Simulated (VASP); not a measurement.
# AlN (R-3m) in VASP: notebook

Runs on AlN. Level: PBE. Tasks: single point.

Everything below comes from runs of VASP 6.6.1. Logs are shortened: lines on timing, memory, paths and dates and some standing lists are left out, and cuts for length are marked.

### Step 1. The cell of the first run

It takes space group R-3m (No. 166, trigonal). The conventional cell has a = 2.703 Å, b = 2.703 Å, c = 7.032 Å, α = 90.00°, β = 90.00°, γ = 120.00°. Al (site symmetry -3m) has 6 N at 1.95 Å within 2.6 Å. N (site symmetry -3m) has 6 Al at 1.95 Å within 2.6 Å.

### Step 2. Single point, PBE

The input, INCAR:

```
PREC     = Accurate       # precision mode
ENCUT    = 520            # plane-wave cutoff, eV
EDIFF    = 1E-6           # SCF threshold, eV
ISMEAR   = 0              # smearing method
SIGMA    = 0.05           # smearing width, eV
LREAL    = False          # projectors in reciprocal space
LASPH    = True           # aspherical terms in the spheres
NELM     = 60             # most SCF steps
ALGO     = Normal         # electronic algorithm
ISIF     = 2              # what is computed and relaxed
LWAVE    = False          # write WAVECAR
LCHARG   = False          # write CHGCAR
GGA      = PE             # functional
NBANDS   = 11             # bands
```

The input, KPOINTS:

```
regular mesh
0
Gamma
  10 10 10
```

The input, POSCAR:

```
AlN
1.0
    0.0791253401      1.9903654402      1.9903654402
    1.9903654402      0.0791253401      1.9903654402
    1.9903654402      1.9903654402      0.0791253401
Al N
1 1
Direct
    0.5000000000      0.5000000000      0.5000000000
    0.0000000000      0.0000000000      0.0000000000
```

Potentials or basis: VASP PAW PBE potentials, release 64 (Al, N).

Command:

```
$ cat potpaw_PBE.64/Al/POTCAR potpaw_PBE.64/N/POTCAR > POTCAR
$ mpirun -np 1 vasp_std > vasp.out
```

OUTCAR:

```text
PREC = Accurate
   ENCUT = 520
   EDIFF = 1E-6
   ISMEAR = 0
   LREAL = False
   LASPH = True
   NELM = 60
   ISIF = 2
   GGA = PE

 ion  position               nearest neighbor table
   1  0.500  0.500  0.500-   2 1.95   2 1.95   2 1.95   2 1.95   2 1.95   2 1.95
   2  0.000  0.000  0.000-   1 1.95   1 1.95   1 1.95   1 1.95   1 1.95   1 1.95

  LATTYP: Found a trigonal (rhomboedric) cell.
 ALAT       =     2.8159137044
 COS(alpha) =     0.5393280015

  Lattice vectors:

 A1 = (   0.0791253401,   1.9903654402,   1.9903654402)
 A2 = (   1.9903654402,   0.0791253401,   1.9903654402)
 A3 = (   1.9903654402,   1.9903654402,   0.0791253401)

Analysis of symmetry for initial positions (statically):
=====================================================================
 Subroutine PRICEL returns:
 Original cell was already a primitive cell.

 Routine SETGRP: Setting up the symmetry group for a
 trigonal (rhombohedral) supercell.

 Subroutine GETGRP returns: Found 12 space group operations
 (whereof 12 operations were pure point group operations)
 out of a pool of 12 trial point group operations.

The static configuration has the point symmetry D_3d.

Analysis of symmetry for dynamics (positions and initial velocities):
=====================================================================
 Subroutine PRICEL returns:
 Original cell was already a primitive cell.

 Routine SETGRP: Setting up the symmetry group for a
 trigonal (rhombohedral) supercell.

 Subroutine GETGRP returns: Found 12 space group operations
 (whereof 12 operations were pure point group operations)
 out of a pool of 12 trial point group operations.

The dynamic configuration has the point symmetry D_3d.

 Subroutine INISYM returns: Found 12 space group operations
 (whereof 12 operations are pure point group operations),
 and found     1 'primitive' translations

----------------------------------------------------------------------------------------

                                     Primitive cell

  volume of cell :      14.8300

  direct lattice vectors                    reciprocal lattice vectors
     0.079125340  1.990365440  1.990365440    -0.266708953  0.256511547  0.256511547
     1.990365440  0.079125340  1.990365440     0.256511547 -0.266708953  0.256511547
     1.990365440  1.990365440  0.079125340     0.256511547  0.256511547 -0.266708953

  length of vectors
     2.815913704  2.815913704  2.815913704     0.450255497  0.450255497  0.450255497

  position of ions in fractional coordinates (direct lattice)
     0.500000000  0.500000000  0.500000000
     0.000000000  0.000000000  0.000000000

  ion indices of the primitive-cell ions
   primitive index   ion index
                 1           1
                 2           2

----------------------------------------------------------------------------------------

 KPOINTS: regular mesh

Automatic generation of k-mesh.
 Grid dimensions read from file:
 generate k-points for:   10   10   10

 Generating k-lattice:

  Cartesian coordinates                     Fractional coordinates (reciprocal lattice)
    -0.026670895  0.025651155  0.025651155     0.100000000  0.000000000 -0.000000000
     0.025651155 -0.026670895  0.025651155     0.000000000  0.100000000 -0.000000000
     0.025651155  0.025651155 -0.026670895     0.000000000  0.000000000  0.100000000

  Length of vectors
     0.045025550  0.045025550  0.045025550

  Shift w.r.t. Gamma in fractional coordinates (k-lattice)
     0.000000000  0.000000000  0.000000000

 Subroutine IBZKPT returns following result:
 ===========================================

 Found    116 irreducible k-points:

 Following reciprocal coordinates:
            Coordinates               Weight
  0.000000  0.000000  0.000000      1.000000
  0.100000 -0.000000 -0.000000      6.000000
  0.200000 -0.000000 -0.000000      6.000000
  0.300000  0.000000  0.000000      6.000000
  0.400000  0.000000  0.000000      6.000000
  0.500000  0.000000  0.000000      3.000000
[... 16 lines left out ...]
  0.300000  0.300000  0.000000      6.000000
  0.400000  0.300000  0.000000     12.000000
 [... further k-points ...]
   k-points           NKPTS =    116   k-points in BZ     NKDIM =    116   number of bands    NBANDS=     11
   number of dos      NEDOS =    301   number of ions     NIONS =      2
   total plane-waves  NPLWV =  13824
   dimension x,y,z NGX =    24 NGY =   24 NGZ =   24
   dimension x,y,z NGXF=    48 NGYF=   48 NGZF=   48
   ions per type =               1   1
   NGX,Y,Z   is equivalent  to a cutoff of  14.17, 14.17, 14.17 a.u.
   NGXF,Y,Z  is equivalent  to a cutoff of  28.34, 28.34, 28.34 a.u.
 SYSTEM =  unknown system
   PREC   = accura    normal or accurate (medium, high low for compatibility)
   ISTART =      0    job   : 0-new  1-cont  2-samecut
   ICHARG =      2    charge: 1-file 2-atom 10-const
   ISPIN  =      1    spin polarized calculation?
   LNONCOLLINEAR =      F non collinear calculations
   LSORBIT =      F    spin-orbit coupling
   LASPH  =      T    aspherical Exc in radial PAW
   ENCUT  =  520.0 eV  38.22 Ry    6.18 a.u.   5.24  5.24  5.24*2*pi/ulx,y,z
   NELM   =     60;   NELMIN=  2; NELMDL= -5     # of ELM steps
   EDIFF  = 0.1E-05   stopping-criterion for ELM
   LREAL  =      F    real-space projection
   EDIFFG = 0.1E-04   stopping-criterion for IOM
   NSW    =      0    number of steps for IOM
   IBRION =     -1    ionic relax: 0-MD 1-quasi-New 2-CG
   NFREE  =      0    steps in history (QN), initial steepest desc. (CG)
   ISIF   =      2    stress and relaxation
   ISYM   =      2    0-nonsym 1-usesym 2-fastsym
   POTIM  = 0.5000    time-step for ionic-motion
   TEBEG  =    0.0;   TEEND  =   0.0 temperature during run
   PSTRESS=    0.0 pullay stress
   NELECT =       8.0000    total number of electrons
   NUPDOWN=      -1.0000    fix difference up-down
   EMIN   =  10.00;   EMAX   =-10.00  energy-range for DOS
   EFERMI =   0.00;   METHOD = LEGACY
   ISMEAR =     0;   SIGMA  =   0.05  broadening in eV -4-tet -1-fermi 0-gaus
   EFERMI_NEDOS =   21; number of points for ismear=-14 and -15
   IALGO  =     38    algorithm
   IMIX   =      4    mixing-type and parameters
     AMIX     =   0.40;   BMIX     =  1.00
     AMIX_MAG =   1.60;   BMIX_MAG =  1.00
  volume/ion in A,a.u.               =       7.42        50.04
  Fermi-wavevector in a.u.,A,eV,Ry     =   1.332676  2.518392 24.164277  1.776024
  Thomas-Fermi vector in A             =   2.461592
   LORBIT       =      0    0 simple, 1 ext, 2 COOP (PROOUT), +10 PAW based schemes
   GGA     = PE    functional components
   LHFCALC =     F    Hartree Fock is set to
   AEXX    =    0.0000 exact exchange contribution
   IVDW    =     0    specifies the selected vdW correction
   LEPSILON=     F    determine dielectric tensor
   LRPA    =     F    only Hartree local field effects (RPA)
 non-spin polarized calculation
 Gauss-broadening in eV      SIGMA  =   0.05
  energy-cutoff  :      520.00
  volume of cell :       14.83
 maximum number of plane-waves:       408
 NGX is ok and might be reduce to    24

 number of electron       8.0000001 magnetization

 Free energy of the ion-electron system (eV)
  ---------------------------------------------------
  ext. energy  EPLUGINS =         0.00000000
  ---------------------------------------------------
  free energy    TOTEN  =       -14.22550139 eV

  energy without entropy =      -14.22550139  energy(sigma->0) =      -14.22550139

 E-fermi :  11.9815     XC(G=0): -12.8044

 val. band max:       11.7758587063   @ k =   0.0000   0.0000   0.0000
 cond. band min:      16.0915423108   @ k =   0.5000   0.5000   0.0000
 fundamental gap:      4.3156836044
 Fermi energy:        11.9814917393

 k-point     1 :       0.0000    0.0000    0.0000
  band No.  band energies     occupation
      1      -7.1343      2.00000
      2      10.7961      2.00000
      3      11.7759      2.00000
      4      11.7759      2.00000
      5      18.4393      0.00000
      6      23.0414      0.00000
      7      24.6130      0.00000
      8      24.6130      0.00000
      9      29.2158      0.00000
     10      30.1070      0.00000
     11      30.1070      0.00000

 k-point     2 :       0.1000   -0.0000   -0.0000
  band No.  band energies     occupation
      1      -6.9003      2.00000
      2      10.4468      2.00000
      3      10.9651      2.00000
      4      11.6085      2.00000
      5      18.8964      0.00000
      6      23.2711      0.00000
      7      23.7512      0.00000
      8      24.9042      0.00000
      9      28.4490      0.00000
     10      29.0053      0.00000
     11      30.9024      0.00000

 k-point     3 :       0.2000   -0.0000   -0.0000
  band No.  band energies     occupation
      1      -6.2169      2.00000
      2       8.3692      2.00000
      3      10.4353      2.00000
      4      11.2059      2.00000
      5      19.1109      0.00000
      6      23.0968      0.00000
      7      24.2528      0.00000
      8      25.0012      0.00000
      9      27.4330      0.00000
     10      28.7901      0.00000
     11      30.6239      0.00000

 k-point     4 :       0.3000    0.0000    0.0000
  band No.  band energies     occupation
      1      -5.1579      2.00000
      2       5.8099      2.00000
      3      10.0630      2.00000
      4      10.7640      2.00000
      5      18.5282      0.00000
      6      23.7146      0.00000
      7      24.2947      0.00000
      8      24.4007      0.00000
      9      28.6812      0.00000
     10      29.7352      0.00000
     11      30.5878      0.00000

 k-point     5 :       0.4000    0.0000    0.0000
  band No.  band energies     occupation
      1      -3.9481      2.00000
      2       3.5803      2.00000
      3       9.8020      2.00000
      4      10.4410      2.00000
      5      18.0253      0.00000
      6      23.0584      0.00000
      7      23.6587      0.00000
      8      25.7964      0.00000
      9      28.8127      0.00000
     10      31.2490      0.00000
     11      33.1471      0.00000
[... 211 lines left out ...]
 k-point    21 :      -0.3000    0.2000    0.0000
  band No.  band energies     occupation
      1      -3.6834      2.00000
      2       4.7224      2.00000
      3       7.4735      2.00000
      4       9.8196      2.00000
      5      19.8356      0.00000
      6      21.9954      0.00000
      7      23.9193      0.00000
      8      24.7109      0.00000
      9      28.9651      0.00000
     10      32.9222      0.00000
     11      33.9932      0.00000

 k-point    22 :      -0.2000    0.2000    0.0000
  band No.  band energies     occupation
      1      -4.7890      2.00000
      2       6.3532      2.00000
      3       8.2802      2.00000
      4      10.3321      2.00000
      5      20.5147      0.00000
      6      21.6103      0.00000
      7      23.5675      0.00000
      8      24.8542      0.00000
      9      26.7764      0.00000
     10      32.5803      0.00000
     11      33.6218      0.00000

 k-point    23 :       0.3000    0.3000    0.0000
  band No.  band energies     occupation
      1      -4.6117      2.00000
      2       6.3057      2.00000
      3       8.7913      2.00000
      4       9.6395      2.00000
      5      17.8295      0.00000
      6      19.7853      0.00000
      7      24.2546      0.00000
      8      28.3426      0.00000
      9      28.6547      0.00000
     10      33.0831      0.00000
     11      36.7784      0.00000

 k-point    24 :       0.4000    0.3000    0.0000
  band No.  band energies     occupation
      1      -3.7344      2.00000
      2       5.1911      2.00000
      3       8.4742      2.00000
      4       8.7205      2.00000
      5      17.4176      0.00000
      6      19.7190      0.00000
      7      24.7135      0.00000
      8      28.3917      0.00000
      9      29.4738      0.00000
     10      34.4744      0.00000
     11      37.9980      0.00000

 [... further k-points ...]
[... 5 lines left out ...]
  --------------------------------------------------------------------------------------
  -------------------------------------------------------------------------------------
  Total        3.8548636      3.8548636      3.8548636     -1.4414453     -1.4414453     -1.4414453
  in kB      416.4649376    416.4649376    416.4649376   -155.7283156   -155.7283156   -155.7283156
  external PRESSURE =     416.4649376 kB  Pullay stress =       0.0000000 kB

 VOLUME and BASIS-vectors are now :
 -----------------------------------------------------------------------------
  energy-cutoff  :      520.00
  volume of cell :       14.83
      direct lattice vectors                 reciprocal lattice vectors
     0.079125340  1.990365440  1.990365440    -0.266708953  0.256511547  0.256511547
     1.990365440  0.079125340  1.990365440     0.256511547 -0.266708953  0.256511547
     1.990365440  1.990365440  0.079125340     0.256511547  0.256511547 -0.266708953

 POSITION                                       TOTAL-FORCE (eV/Angst)
 -----------------------------------------------------------------------------------
      2.02993      2.02993      2.02993         0.000000      0.000000      0.000000
      0.00000      0.00000      0.00000        -0.000000     -0.000000     -0.000000
 -----------------------------------------------------------------------------------
    total drift:                                0.000000     -0.000000     -0.000000

  FREE ENERGIE OF THE ION-ELECTRON SYSTEM (eV)
  ---------------------------------------------------
  free  energy   TOTEN  =       -14.2255013926 eV

  energy  without entropy=      -14.2255013926  energy(sigma->0) =      -14.22550139
```

Run time: 28 s. Hardware: 1 thread of Intel Xeon 8259CL, shared host; peak memory 0.15 GiB.

What came out:

| Property | Result |
| --- | --- |
| Free energy | -14.2255 eV |
| Pressure | 41.6 GPa |
| Band gap on the k mesh | 4.32 eV, indirect (least direct gap 6.66 eV) |

### Step 3. Single point, PBE

This run uses another cell than the first one, of the same volume but with other edges.

The input, INCAR:

```
ALGO = Normal ; EDIFF = 1E-6
ENCUT = 520 ; GGA = PE
ISIF = 2 ; ISMEAR = 0
LASPH = T ; LCHARG = F
LREAL = F ; LWAVE = F
NBANDS = 11 ; NELM = 80
PREC = Accurate ; SIGMA = 0.05
```

The input, KPOINTS:

```
k-points
0
Gamma
  10 10 10
```

The input, POSCAR:

```
AlN
1.0
   -0.0775940137      1.9119960820      1.9119960820
    1.9119960820     -0.0775940137      1.9119960820
    1.9119960820      1.9119960820     -0.0775940137
Al N
1 1
Direct
    0.5000000000      0.5000000000      0.5000000000
    0.0000000000      0.0000000000      0.0000000000
```

Potentials or basis: VASP PAW PBE potentials, release 64 (Al, N).

Command:

```
$ cat potpaw_PBE.64/Al/POTCAR potpaw_PBE.64/N/POTCAR > POTCAR
$ mpirun -np 1 vasp_std > vasp.out
```

It took 26 s on 1 thread of Intel Xeon 8259CL, shared host; peak memory 0.13 GiB.

It converged, with:

| Item | Value |
| --- | --- |
| Free energy | -14.2328 eV |
| Pressure | 41.6 GPa |
| Band gap on the k mesh | 4.09 eV, indirect (least direct gap 6.57 eV) |

Stress tensor (GPa, compression positive):
```
41.60 13.59 13.59
13.59 41.60 13.59
13.59 13.59 41.60
```

Levels at points of the mesh, in eV from the valence-band top:
| k point | band 1 | band 2 | band 3 | band 4 | band 5 | band 6 | band 7 | band 8 |
| --- | --- | --- | --- | --- | --- | --- | --- | --- |
| (0.00, 0.00, 0.00) | -19.14 | -0.84 | -0.84 | 0.00 | 6.57 | 11.28 | 11.28 | 13.57 |
| (0.50, 0.00, 0.00) | -15.54 | -9.73 | -1.96 | -1.40 | 6.47 | 11.30 | 12.27 | 13.98 |
| (0.50, 0.50, 0.00) | -14.27 | -8.69 | -4.10 | -3.17 | 4.09 | 5.60 | 14.64 | 18.17 |
| (0.50, 0.50, 0.50) | -15.04 | -9.15 | -2.30 | -2.30 | 5.40 | 10.34 | 10.34 | 15.07 |

A k mesh can miss the band edges. PBE gaps usually lie below the measured ones, often by a third to a half.
